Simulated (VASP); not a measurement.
# Li6SiS2N2 in VASP: a series of runs, part 2 of 2

VASP 6.6.1. Earlier steps stand in the parts before.

### Step 5. Single point, PBE+D3(BJ)

Input file INCAR:

```
SYSTEM = Li6SiS2N2
ALGO = Normal ; EDIFF = 1E-6
ENCUT = 650 ; GGA = PE
GGA_COMPAT = .FALSE. ; ISIF = 2
ISMEAR = -1 ; ISYM = -1
IVDW = 12 ; LASPH = .TRUE.
LCHARG = .FALSE. ; LREAL = Auto
LWAVE = .FALSE. ; NBANDS = 61
NELM = 120 ; PREC = Accurate
SIGMA = 0.05
```

Input file KPOINTS:

```
explicit points
1
Reciprocal
  0.25000000   0.25000000   0.25000000 1
```

Input file POSCAR:

```
Li6SiS2N2
1.0
    7.0575940000      0.2300220000     -0.0127870000
    0.2300220000      6.8226690000     -0.2070970000
   -0.0127870000     -0.2070970000      7.0752940000
Si S Li N
2 4 12 4
Direct
    0.3563638914      0.0905943385      0.8128061733
    0.0598324287      0.6845996042      0.0702244460
    0.9512519157      0.3659856671      0.0394594475
    0.8465680995      0.7942789549      0.2708667449
    0.9219977172      0.8000094389      0.8235964667
    0.3312919552      0.4473082388      0.5284938583
    0.6221738265      0.4345772776      0.7389222818
    0.9927061728      0.4840092184      0.7020331015
    0.5958285610      0.7239143435      0.0661845781
    0.0934174487      0.2608773823      0.4521750548
    0.8131581930      0.1315115875      0.2244421941
    0.4351680285      0.4061670153      0.1155561117
    0.9463303378      0.9543624573      0.5493606807
    0.5488770147      0.1695346786      0.5091758185
    0.8066160323      0.1685837037      0.8117174182
    0.2604781856      0.7422133960      0.7696636920
    0.7432394811      0.4877318110      0.3921599015
    0.3213667416      0.7821920616      0.3900343853
    0.3420872281      0.9881205953      0.5993777899
    0.8241153651      0.2739869419      0.5409150258
    0.7098277092      0.3850319888      0.0395409062
    0.2946265868      0.6952970183      0.0830094575
```

Potentials or basis: VASP PAW PBE potentials, release 64 (Si, S, Li_sv, N).

Launch:

```sh
$ cat potpaw_PBE.64/Si/POTCAR potpaw_PBE.64/S/POTCAR potpaw_PBE.64/Li_sv/POTCAR potpaw_PBE.64/N/POTCAR > POTCAR
$ mpirun -np 1 vasp_std > vasp.out
```

OUTCAR:

```text
SYSTEM = Li6SiS2N2
   EDIFF = 1E-6
   ENCUT = 650
   GGA = PE
   ISIF = 2
   ISMEAR = -1
   ISYM = -1
   IVDW = 12
   LASPH = .TRUE.
   LREAL = Auto
   NELM = 120
   PREC = Accurate
 IVDW          = 12

 ion  position               nearest neighbor table
   1  0.356  0.091  0.813-  19 1.63  16 2.52  14 2.65
   2  0.060  0.685  0.070-  22 1.67   4 2.14   5 2.16   3 2.35  16 2.62
   3  0.951  0.366  0.039-  21 1.70  15 2.32   2 2.35  11 2.39   8 2.59
   4  0.847  0.794  0.271-   2 2.14  13 2.33   9 2.34  11 2.34  17 2.46
   5  0.922  0.800  0.824-   2 2.16  13 2.28   8 2.30  16 2.42  15 2.60
   6  0.331  0.447  0.528-  10 2.22  14 2.36   7 2.53  18 2.54  16 2.59   8 2.68
   7  0.622  0.435  0.739-  15 2.25  14 2.44   6 2.53
   8  0.993  0.484  0.702-  20 2.19   5 2.30  10 2.35   3 2.59   6 2.68
   9  0.596  0.724  0.066-  22 2.15   4 2.34  12 2.56
  10  0.093  0.261  0.452-  20 2.00   6 2.22   8 2.35  13 2.53
  11  0.813  0.132  0.224-   4 2.34   3 2.39
  12  0.435  0.406  0.116-  21 2.01  22 2.17   9 2.56
  13  0.946  0.954  0.549-   5 2.28   4 2.33  15 2.46  10 2.53
  14  0.549  0.170  0.509-  19 2.10  20 2.12   6 2.36   7 2.44   1 2.65
  15  0.807  0.169  0.812-  20 2.09   7 2.25   3 2.32  13 2.46   5 2.60
  16  0.260  0.742  0.770-   5 2.42   1 2.52   6 2.59   2 2.62
  17  0.743  0.488  0.392-  20 1.91   4 2.46
  18  0.321  0.782  0.390-  19 1.99   6 2.54
  19  0.342  0.988  0.599-   1 1.63  18 1.99  14 2.10
  20  0.824  0.274  0.541-  17 1.91  10 2.00  15 2.09  14 2.12   8 2.19
  21  0.710  0.385  0.040-   3 1.70  12 2.01
  22  0.295  0.695  0.083-   2 1.67   9 2.15  12 2.17

IMPORTANT INFORMATION: All symmetrisations will be switched off!
NOSYMM: (Re-)initialisation of all symmetry stuff for point group C_1.

----------------------------------------------------------------------------------------

                                     Primitive cell

  volume of cell :     340.0100

  direct lattice vectors                    reciprocal lattice vectors
     7.057594000  0.230022000 -0.012787000     0.141847308 -0.004778757  0.000116481
     0.230022000  6.822669000 -0.207097000    -0.004778757  0.146861540  0.004290066
[... 109 lines left out ...]
   LHFCALC =     F    Hartree Fock is set to
   AEXX    =    0.0000 exact exchange contribution
   IVDW    =    12    specifies the selected vdW correction
   LEPSILON=     F    determine dielectric tensor
   LRPA    =     F    only Hartree local field effects (RPA)
 non-spin polarized calculation
  energy-cutoff  :      650.00
  volume of cell :      340.01
 maximum number of plane-waves:     12796
 NGX is ok and might be reduce to    60
   NGX = 29   NGY = 29   NGZ = 29

 number of electron      88.0000002 magnetization

 Free energy of the ion-electron system (eV)
  ---------------------------------------------------
  ext. energy  EPLUGINS =         0.00000000
  ---------------------------------------------------
  free energy    TOTEN  =       -97.00427482 eV

  energy without entropy =      -97.00427474  energy(sigma->0) =      -97.00427478

 E-fermi :   3.0039     XC(G=0):  -8.3092

 val. band max:        2.1157119718   @ k =   0.2500   0.2500   0.2500
 cond. band min:       3.8922443096   @ k =   0.2500   0.2500   0.2500
 fundamental gap:      1.7765323378
 Fermi energy:         3.0039170330

 k-point     1 :       0.2500    0.2500    0.2500
  band No.  band energies     occupation
      1     -43.4133      2.00000
      2     -43.1977      2.00000
      3     -43.1942      2.00000
      4     -43.1691      2.00000
      5     -43.0035      2.00000
      6     -42.9103      2.00000
[... 48 lines left out ...]
     55       6.8356      0.00000
     56       7.2252      0.00000
 [bands above 56 left out]

------------------------ aborting loop because EDIFF is reached ----------------------------------------

 Edisp (eV)   -4.71603

 E8    (eV) :    -1.8242

  FORCE on cell =-STRESS in cart. coord.  units (eV):
  Direction    XX          YY          ZZ          XY          YZ          ZX
  --------------------------------------------------------------------------------------
  -------------------------------------------------------------------------------------
  Total     -12.59948    -5.78233    -8.68997     1.75121     0.90917     0.55360
  in kB     -59.37061   -27.24717   -40.94841     8.25197     4.28416     2.60863
  external pressure =      -42.52 kB  Pullay stress =        0.00 kB

 VOLUME and BASIS-vectors are now :
 -----------------------------------------------------------------------------
  energy-cutoff  :      650.00
  volume of cell :      340.01
      direct lattice vectors                 reciprocal lattice vectors
     7.057594000  0.230022000 -0.012787000     0.141847308 -0.004778757  0.000116481
     0.230022000  6.822669000 -0.207097000    -0.004778757  0.146861540  0.004290066
    -0.012787000 -0.207097000  7.075294000     0.000116481  0.004290066  0.141462666

 POSITION                                       TOTAL-FORCE (eV/Angst)
 -----------------------------------------------------------------------------------
      2.52552      0.53174      5.72752        -0.098382      0.414126     -0.404365
      0.57885      4.67002      0.35431         0.457417     -0.726148     -0.050135
      6.79723      2.70764      0.19123         0.430999      0.669436      0.145138
      6.15397      5.55774      1.74114        -0.135574      0.234185      0.978034
      6.68057      5.49971      5.64972        -0.709587      0.272256     -0.188342
      2.43426      3.01859      3.64238         0.500820      1.214695      0.407590
[... 14 lines left out ...]
      5.09774      2.78203      0.19095        -0.378371     -0.234406     -0.205192
      2.23823      4.79436      0.43955         0.430610      0.057286     -0.002453
 -----------------------------------------------------------------------------------
    total drift:                               -0.011953     -0.001204      0.008683

  FREE ENERGIE OF THE ION-ELECTRON SYSTEM (eV)
  ---------------------------------------------------
  free  energy   TOTEN  =      -101.7203074698 eV

  energy  without entropy=     -101.7203073972  energy(sigma->0) =     -101.72030743
```

OSZICAR:

```text
N       E                     dE             d eps       ncg     rms          rms(c)
DAV:   1     0.745492211698E+03    0.74549E+03   -0.41835E+04   122   0.169E+03
DAV:   2     0.116703277809E+02   -0.73382E+03   -0.68604E+03   138   0.406E+02
DAV:   3    -0.925681358234E+02   -0.10424E+03   -0.10304E+03   164   0.132E+02
[... 11 lines left out ...]
DAV:  15    -0.970042448245E+02   -0.11998E-03   -0.21202E-04   148   0.507E-02    0.172E-02
DAV:  16    -0.970042662347E+02   -0.21410E-04   -0.39973E-05   156   0.216E-02    0.974E-03
DAV:  17    -0.970042726224E+02   -0.63876E-05   -0.90014E-06   140   0.993E-03    0.381E-03
DAV:  18    -0.970042743787E+02   -0.17563E-05   -0.21513E-06   132   0.527E-03    0.174E-03
DAV:  19    -0.970042748168E+02   -0.43807E-06   -0.65271E-07   100   0.293E-03
   1 F= -.10172031E+03 E0= -.10172031E+03  d E =-.726204E-07
```

Run time: 47 s. Hardware: 1 thread of Intel Xeon Platinum 8488C (Sapphire Rapids), shared host; peak memory 0.47 GiB.

What came out:

```
Free energy                : -101.7203 eV
Pressure                   : -4.3 GPa
Largest force              : 1.376 eV/Å
Dispersion energy per atom : -0.214 eV
```

Forces in eV/Å, atoms in the order of the input:
```
Si  -0.098  0.414 -0.404
Si   0.457 -0.726 -0.050
S    0.431  0.669  0.145
S   -0.136  0.234  0.978
S   -0.710  0.272 -0.188
S    0.501  1.215  0.408
Li  -0.002  0.213 -0.020
Li  -0.090 -0.697 -0.280
Li  -0.434 -0.371 -0.274
Li  -0.245 -0.231 -0.147
Li  -0.144  0.688  0.250
Li  -0.008  0.287 -0.009
Li   0.020  0.612 -0.138
Li   0.184 -0.030 -0.197
Li   0.251 -0.161 -0.161
Li   0.388 -0.319 -0.123
Li  -0.080 -0.137 -0.431
Li   0.037 -0.287 -0.283
N   -0.297 -0.654  0.462
N   -0.078 -0.814  0.672
N   -0.378 -0.234 -0.205
N    0.431  0.057 -0.002
```

Caveat: the atoms stand as in a frame of molecular dynamics.

### Step 6. The runs side by side

```csv
cell,smearing,pressure (GPa),largest force (eV/Å)
"as given, atomic positions A",fermi-dirac 0.062 eV,-4.7,3.28
"as given, atomic positions B",fermi-dirac 0.062 eV,-3.4,2.58
"as given, atomic positions C",fermi-dirac 0.062 eV,-3.3,2.26
"as given, atomic positions D",fermi-dirac 0.05 eV,-4.3,1.38
```

Alike in all rows: task single point; level PBE+D3(BJ); potentials or basis VASP PAW PBE potentials, release 64 (Si, S, Li_sv, N); no spin polarisation; k mesh 1 × 1 × 1, shifted; cutoff (eV) 650.

Caveats: the atoms stand as in a frame of molecular dynamics.

Absolute energies hang on the potentials; compare differences alone.
